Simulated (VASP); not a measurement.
# TaVN2 (P4/mmm) in VASP: further runs

The runs below take TaVN2 through single point, with r2SCAN.

Program: VASP 6.6.1. These are calculated values, not measurements. Logs are shortened: lines on timing, memory, paths and dates and some standing lists are left out, and cuts for length are marked.

**1. The cell of the first run**

The structure is tetragonal, space group P4/mmm (No. 123). Conventional cell: a = 3.050 Å, b = 3.050 Å, c = 4.296 Å, α = 90.00°, β = 90.00°, γ = 90.00°. Within 2.8 Å of Ta (site symmetry 4/mmm) lie 6 N at 2.15 to 2.16 Å. Within 2.8 Å of V (site symmetry 4/mmm) lie 6 N at 2.15 to 2.16 Å. N (site symmetry 4/mmm) has 2 V at 2.15 Å and 4 Ta at 2.16 Å within 2.8 Å. N (site symmetry 4/mmm) has 2 Ta at 2.15 Å and 4 V at 2.16 Å within 2.8 Å.

**2. Single point, r2SCAN, collinear spin, ferromagnetic start**

File POSCAR:

```
TaVN2
1.0
    3.0498670000      0.0000000000      0.0000000000
    0.0000000000      3.0498670000      0.0000000000
    0.0000000000      0.0000000000      4.2960620000
Ta V N
1 1 2
Direct
    0.0000000000      0.0000000000      0.0000000000
    0.5000000000      0.5000000000      0.5000000000
    0.5000000000      0.5000000000      0.0000000000
    0.0000000000      0.0000000000      0.5000000000
```

File INCAR.step1:

```
ALGO = Normal
EDIFF = 1E-4
ENCUT = 520
GGA = PE
ISMEAR = -1
ISPIN = 2
LASPH = T
LCHARG = F
LMAXMIX = 4
LREAL = F
LWAVE = T
MAGMOM = 0 2 0 0
NBANDS = 29
NELM = 150
PREC = Accurate
SIGMA = 0.05
```

File INCAR.step2:

```
ALGO = Normal
EDIFF = 1E-6
ENCUT = 520
ISIF = 2
ISMEAR = -1
ISPIN = 2
ISTART = 1
LASPH = T
LCHARG = F
LMAXMIX = 4
LMIXTAU = T
LORBIT = 11
LREAL = F
LWAVE = F
MAGMOM = 0 2 0 0
METAGGA = R2SCAN
NBANDS = 29
NELM = 150
PREC = Accurate
SIGMA = 0.05
```

File KPOINTS:

```
k-points
0
Gamma
  9 9 6
```

Potentials or basis: VASP PAW PBE potentials, release 64 (Ta_pv, V_sv, N).

Run with:

```console
cat potpaw_PBE.64/Ta_pv/POTCAR potpaw_PBE.64/V_sv/POTCAR potpaw_PBE.64/N/POTCAR > POTCAR
cp INCAR.step1 INCAR
mpirun -np 1 vasp_std > vasp.out
cp INCAR.step2 INCAR
mpirun -np 1 vasp_std > vasp.out
```

OUTCAR:

```text
EDIFF = 1E-6
   ENCUT = 520
   ISIF = 2
   ISMEAR = -1
   ISPIN = 2
   ISTART = 1
   LASPH = T
   LORBIT = 11
   LREAL = F
   METAGGA = R2SCAN
   NELM = 150
   PREC = Accurate

 ion  position               nearest neighbor table
   1  0.000  0.000  0.000-   4 2.15   4 2.15   3 2.16   3 2.16   3 2.16   3 2.16   2 3.04   2 3.04
                             2 3.04   2 3.04   2 3.04   2 3.04   2 3.04   2 3.04
   2  0.500  0.500  0.500-   3 2.15   3 2.15   4 2.16   4 2.16   4 2.16   4 2.16   1 3.04   1 3.04
                             1 3.04   1 3.04   1 3.04   1 3.04   1 3.04   1 3.04
   3  0.500  0.500  0.000-   2 2.15   2 2.15   1 2.16   1 2.16   1 2.16   1 2.16
   4  0.000  0.000  0.500-   1 2.15   1 2.15   2 2.16   2 2.16   2 2.16   2 2.16

  LATTYP: Found a simple tetragonal cell.
 ALAT       =     3.0498670000
 C/A-ratio  =     1.4086063425

  Lattice vectors:

 A1 = (   3.0498670000,   0.0000000000,   0.0000000000)
 A2 = (   0.0000000000,   3.0498670000,   0.0000000000)
 A3 = (   0.0000000000,   0.0000000000,   4.2960620000)

Analysis of symmetry for initial positions (statically):
=====================================================================
 Subroutine PRICEL returns:
 Original cell was already a primitive cell.

 Routine SETGRP: Setting up the symmetry group for a
 simple tetragonal supercell.

 Subroutine GETGRP returns: Found 16 space group operations
 (whereof 16 operations were pure point group operations)
 out of a pool of 16 trial point group operations.

The static configuration has the point symmetry D_4h.

Analysis of symmetry for dynamics (positions and initial velocities):
=====================================================================
 Subroutine PRICEL returns:
 Original cell was already a primitive cell.

 Routine SETGRP: Setting up the symmetry group for a
 simple tetragonal supercell.

 Subroutine GETGRP returns: Found 16 space group operations
 (whereof 16 operations were pure point group operations)
 out of a pool of 16 trial point group operations.

The dynamic configuration has the point symmetry D_4h.

Analysis of structural, dynamic, and magnetic symmetry:
=====================================================================
 Subroutine PRICEL returns:
 Original cell was already a primitive cell.

[... 133 lines left out ...]
  Fermi-wavevector in a.u.,A,eV,Ry     =   1.551281  2.931495 32.742032  2.406471
  Thomas-Fermi vector in A             =   2.655823
   LORBIT       =     11    0 simple, 1 ext, 2 COOP (PROOUT), +10 PAW based schemes
   METAGGA = R2SCAN    functional components
   LHFCALC =     F    Hartree Fock is set to
   AEXX    =    0.0000 exact exchange contribution
   IVDW    =     0    specifies the selected vdW correction
   LEPSILON=     F    determine dielectric tensor
   LRPA    =     F    only Hartree local field effects (RPA)
 spin polarized calculation
  energy-cutoff  :      520.00
  volume of cell :       39.96
 maximum number of plane-waves:      1100
 NGX is ok and might be reduce to    24
   NGX = 11   NGY = 11   NGZ = 15

 number of electron      33.9999991 magnetization       1.9468384

 Free energy of the ion-electron system (eV)
  ---------------------------------------------------
  ext. energy  EPLUGINS =         0.00000000
  ---------------------------------------------------
  free energy    TOTEN  =       -85.72815855 eV

  energy without entropy =      -85.71158715  energy(sigma->0) =      -85.71987285

 E-fermi :  10.1724     XC(G=0): -14.2020

 val. band max:       10.1636756688   @ k =   0.1111   0.0000   0.1667
 cond. band min:      10.1887503984   @ k =   0.4444   0.2222   0.5000
 fundamental gap:      0.0250747295
 Fermi energy:        10.1723983812

 spin component 1

 k-point     1 :       0.0000    0.0000    0.0000
  band No.  band energies     occupation
      1     -57.8512      1.00000
      2     -30.6944      1.00000
      3     -30.6271      1.00000
      4     -30.6271      1.00000
      5     -27.1975      1.00000
      6     -27.0859      1.00000
[... 757 lines left out ...]
     28      19.4043      0.00000
     29      22.0434      0.00000

 [... further k-points ...]

 spin component 2

 k-point     1 :       0.0000    0.0000    0.0000
  band No.  band energies     occupation
      1     -55.5432      1.00000
      2     -28.3377      1.00000
      3     -28.3246      1.00000
      4     -28.3246      1.00000
      5     -27.3131      1.00000
      6     -27.1445      1.00000
[... 757 lines left out ...]
     28      19.5178      0.00000
     29      22.4115      0.00000

 [... further k-points ...]

------------------------ aborting loop because EDIFF is reached ----------------------------------------

  FORCE on cell =-STRESS in cart. coord.  units (eV):
  Direction    XX          YY          ZZ          XY          YZ          ZX
  --------------------------------------------------------------------------------------
  -------------------------------------------------------------------------------------
  Total        0.8297387      0.8297387      0.1973174      0.0000000      0.0000000      0.0000000
  in kB       33.2674546     33.2674546      7.9112246      0.0000000      0.0000000      0.0000000
  external PRESSURE =      24.8153780 kB  Pullay stress =       0.0000000 kB

 VOLUME and BASIS-vectors are now :
 -----------------------------------------------------------------------------
  energy-cutoff  :      520.00
  volume of cell :       39.96
      direct lattice vectors                 reciprocal lattice vectors
     3.049867000  0.000000000  0.000000000     0.327883150  0.000000000  0.000000000
     0.000000000  3.049867000  0.000000000     0.000000000  0.327883150  0.000000000
     0.000000000  0.000000000  4.296062000     0.000000000  0.000000000  0.232771315

 POSITION                                       TOTAL-FORCE (eV/Angst)
 -----------------------------------------------------------------------------------
      0.00000      0.00000      0.00000         0.000000      0.000000      0.000000
      1.52493      1.52493      2.14803         0.000000      0.000000      0.000000
      1.52493      1.52493      0.00000         0.000000      0.000000      0.000000
      0.00000      0.00000      2.14803         0.000000      0.000000      0.000000
 -----------------------------------------------------------------------------------
    total drift:                                0.000000     -0.000000     -0.000000

  FREE ENERGIE OF THE ION-ELECTRON SYSTEM (eV)
  ---------------------------------------------------
  free  energy   TOTEN  =       -85.7281585546 eV

  energy  without entropy=      -85.7115871463  energy(sigma->0) =      -85.71987285

 total charge

# of ion       s       p       d       tot
------------------------------------------
    1        0.311   6.266   2.364   8.941
    2        2.190   6.205   3.165  11.560
    3        1.245   2.580   0.000   3.825
    4        1.242   2.548   0.000   3.791
--------------------------------------------------
tot          4.987  17.600   5.530  28.117

 magnetization (x)

# of ion       s       p       d       tot
------------------------------------------
    1        0.002  -0.004  -0.116  -0.118
    2        0.016   0.012   1.851   1.878
    3        0.001   0.026   0.000   0.028
    4        0.002   0.038   0.000   0.040
--------------------------------------------------
tot          0.021   0.072   1.735   1.828
```

OUTCAR.step1:

```text
EDIFF = 1E-4
   ENCUT = 520
   GGA = PE
   ISMEAR = -1
   ISPIN = 2
[... 1787 lines left out ...]
      0.00000      0.00000      0.00000         0.000000      0.000000      0.000000
      1.52493      1.52493      2.14803         0.000000      0.000000      0.000000
      1.52493      1.52493      0.00000         0.000000      0.000000      0.000000
      0.00000      0.00000      2.14803         0.000000      0.000000      0.000000
 -----------------------------------------------------------------------------------
    total drift:                                0.000000     -0.000000     -0.000000

  FREE ENERGIE OF THE ION-ELECTRON SYSTEM (eV)
  ---------------------------------------------------
  free  energy   TOTEN  =       -41.2667037626 eV

  energy  without entropy=      -41.2466211394  energy(sigma->0) =      -41.25666245
```

Wall time 11 min (1 thread of Intel Xeon 8259CL, shared host); peak memory 0.26 GiB.

Results:

```yaml
Free_energy: -85.7282 eV
Pressure: 2.5 GPa
Net_moment: 1.95 μB per cell
Site_moments: Ta -0.12; V +1.88; N +0.03, +0.04 μB
Valence_electrons_inside_the_program's_atomic_spheres: Ta 8.94; V 11.56; N 3.83, 3.79
```

Stress tensor (GPa, compression positive):
```
3.33 0.00 0.00
0.00 3.33 0.00
0.00 0.00 0.79
```

Levels at points of the mesh, in eV from the Fermi level:
Spin up:
```
           k point  band 15  band 16  band 17  band 18  band 19  band 20  band 21  band 22
(0.00, 0.00, 0.00)    -3.00    -3.00    -2.11    -2.11    -2.06     0.07     0.19     1.78
(0.00, 0.00, 0.50)    -4.21    -4.13    -3.12    -0.24    -0.24     0.41     1.37     2.46
```
Spin down:
```
           k point  band 14  band 15  band 16  band 17  band 18  band 19
(0.00, 0.00, 0.00)    -2.94    -2.94    -2.94    -0.74    -0.74     0.06
(0.00, 0.00, 0.50)    -4.23    -4.23    -4.13    -0.77     1.30     1.40
```

Caveat: the PAW data sets were made with another functional, which shifts forces and pressure a little; spin-orbit coupling is left out, which moves the levels of the heavy elements. With open d or f shells a metallic result of r2SCAN can be an artefact of self-interaction; +U or a hybrid may open a gap.

**3. Single point, r2SCAN, collinear spin, ferromagnetic start**

This run uses another cell than the first one, of 10.19 Å³/atom.

File POSCAR:

```
TaVN2
1.0
    3.0700653833      0.0000000000      0.0000000000
    0.0000000000      3.0700653833      0.0000000000
    0.0000000000      0.0000000000      4.3245135709
Ta V N
1 1 2
Direct
    0.0000000000      0.0000000000      0.0000000000
    0.5000000000      0.5000000000      0.5000000000
    0.5000000000      0.5000000000      0.0000000000
    0.0000000000      0.0000000000      0.5000000000
```

File INCAR.step1:

```
SYSTEM = TaVN2
ALGO     = Normal         ! electronic algorithm
EDIFF    = 1E-4           ! SCF threshold, eV
ENCUT    = 520            ! plane-wave cutoff, eV
GGA      = PE             ! functional
ISMEAR   = -1             ! smearing method
ISPIN    = 2              ! spin polarisation
LASPH    = .TRUE.         ! aspherical terms in the spheres
LCHARG   = .FALSE.        ! write CHGCAR
LMAXMIX  = 4              ! l up to which the mixer works
LREAL    = .FALSE.        ! projectors in reciprocal space
LWAVE    = .TRUE.         ! write WAVECAR
MAGMOM   = 0 2 0 0        ! initial moments
NBANDS   = 29             ! bands
NELM     = 150            ! most SCF steps
PREC     = Accurate       ! precision mode
SIGMA    = 0.05           ! smearing width, eV
```

File INCAR.step2:

```
SYSTEM = TaVN2
ALGO     = Normal         ! electronic algorithm
EDIFF    = 1E-6           ! SCF threshold, eV
ENCUT    = 520            ! plane-wave cutoff, eV
ISIF     = 2              ! what is computed and relaxed
ISMEAR   = -1             ! smearing method
ISPIN    = 2              ! spin polarisation
ISTART   = 1            
LASPH    = .TRUE.         ! aspherical terms in the spheres
LCHARG   = .FALSE.        ! write CHGCAR
LMAXMIX  = 4              ! l up to which the mixer works
LMIXTAU  = .TRUE.       
LORBIT   = 11             ! projections on sites
LREAL    = .FALSE.        ! projectors in reciprocal space
LWAVE    = .FALSE.        ! write WAVECAR
MAGMOM   = 0 2 0 0        ! initial moments
METAGGA  = R2SCAN         ! meta-GGA
NBANDS   = 29             ! bands
NELM     = 150            ! most SCF steps
PREC     = Accurate       ! precision mode
SIGMA    = 0.05           ! smearing width, eV
```

File KPOINTS:

```
k-points
0
G
  9 9 6
  0 0 0
```

Potentials or basis: VASP PAW PBE potentials, release 64 (Ta_pv, V_sv, N).

Run with:

```console
cat potpaw_PBE.64/Ta_pv/POTCAR potpaw_PBE.64/V_sv/POTCAR potpaw_PBE.64/N/POTCAR > POTCAR
cp INCAR.step1 INCAR
mpirun -np 1 vasp_std > vasp.out
cp INCAR.step2 INCAR
mpirun -np 1 vasp_std > vasp.out
```

Wall time 11 min (1 thread of Intel Xeon 8259CL, shared host); peak memory 0.26 GiB.

The run converged. Its results:

```
Free energy                                           : -85.7282 eV
Pressure                                              : -2.8 GPa
Net moment                                            : 2.07 μB per cell
Site moments                                          : Ta -0.11; V +1.98; N +0.03, +0.04 μB
Valence electrons inside the program's atomic spheres : Ta 8.89; V 11.53; N 3.81, 3.78
```

Stress tensor (GPa, compression positive):
```
-1.39  0.00  0.00
 0.00 -1.39  0.00
 0.00  0.00 -5.73
```

Levels at points of the mesh, in eV from the Fermi level:
Spin up:
```
           k point  band 14  band 15  band 16  band 17  band 18  band 19  band 20  band 21  band 22  band 23
(0.00, 0.00, 0.00)    -3.02    -2.92    -2.92    -2.04    -2.04    -2.04     0.17     0.22     1.76     2.03
(0.00, 0.00, 0.50)    -4.11    -4.11    -4.04    -3.07    -0.22    -0.22     0.53     1.31     2.41     2.65
```
Spin down:
```
           k point  band 12  band 13  band 14  band 15  band 16  band 17  band 18  band 19  band 20  band 21
(0.00, 0.00, 0.00)    -4.25    -4.25    -2.88    -2.86    -2.86    -0.66    -0.66     0.31     0.72     0.90
(0.00, 0.00, 0.50)    -4.28    -4.28    -4.11    -4.11    -4.03    -0.49     1.25     1.54     2.43     2.43
```

Caveat: the PAW data sets were made with another functional, which shifts forces and pressure a little; spin-orbit coupling is left out, which moves the levels of the heavy elements. With open d or f shells a metallic result of r2SCAN can be an artefact of self-interaction; +U or a hybrid may open a gap.

[end of part 1 of 3]
